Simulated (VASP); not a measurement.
Here is a VASP 6.6.1 calculation.

The input INCAR:

```
SYSTEM = F
PREC = Accurate
ENCUT = 600
EDIFF = 1E-6
ISMEAR = -1
SIGMA = 0.08
LREAL = .FALSE.
LASPH = .TRUE.
NELM = 120
ALGO = Normal
ISIF = 2
LWAVE = .FALSE.
LCHARG = .FALSE.
GGA = PS
NBANDS = 10
GGA_COMPAT = .FALSE.
```

The input KPOINTS:

```
regular mesh
0
G
  21 21 21
  0 0 0
```

File POSCAR:

```
F
1.0
    0.0000000000      1.4065317112      1.4065317112
    1.4065317112      0.0000000000      1.4065317112
    1.4065317112      1.4065317112      0.0000000000
F
1
Direct
    0.0000000000      0.0000000000      0.0000000000
```

Potentials or basis: VASP PAW PBE potentials, release 64 (F).

Launch:

```console
$ cat potpaw_PBE.64/F/POTCAR > POTCAR
$ mpirun -np 1 vasp_std > vasp.out
```

Question: What does it give for the pressure?

Answer: 131.0 GPa.

Question: What does it give for the band gap on the k mesh?

Answer: Zero (an odd number of electrons rules out a gap without spin polarisation).

Caveat: the cell stands under pressure; the PAW data sets were made with another functional, which shifts forces and pressure a little; an odd number of electrons without spin polarisation forces a metal; a magnetic or distorted state may lie lower.
